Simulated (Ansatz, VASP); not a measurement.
Two plane-wave programs on GaN

```xyz
2
Lattice="0.0000 2.1408 2.1972 2.1408 0.0000 2.1972 2.1408 2.1408 0.0000" Properties=species:S:1:pos:R:3 pbc="T T T"
Ga    0.0000    0.0000    0.0000
N     3.2112    3.2112    3.2957
```

Change from the starting cell: strain -0.050 along x and y, -0.025 along z, atoms carried along.

Alike in both runs: task single point; functional r2SCAN; k mesh 10 × 10 × 10; occupations gaussian, width 0.05 eV; no spin polarisation.

```csv
,VASP,Ansatz
version,VASP 6.6.1,Ansatz 0.2.0
potentials or method,"VASP PAW PBE potentials, release 64 (Ga_d, N), cutoff 520 eV","scalar-relativistic, plane waves, PAW"
valence electrons in the cell,18,18
```

VASP gave:

| Quantity | Value |
| --- | --- |
| gap on the k mesh at the Fermi level (eV) | 2.92 |
| least direct gap on the mesh (eV) | 2.92 |
| pressure (GPa) | 32.8 |
| traceless stress, the component that is largest in VASP (GPa) | -2.02 |

Question: Which values does Ansatz return?

Answer: gap on the k mesh at the Fermi level (eV): 2.94; least direct gap on the mesh (eV): 2.94; pressure (GPa): 31.0; traceless stress, the component that is largest in VASP (GPa): -2.13.

VASP's potentials were made for PBE, not for r2SCAN. Both programs put the cell under a high pressure, so it lies far from rest at this level. The functional is the same, so the differences come from potentials, cutoffs and numerics.
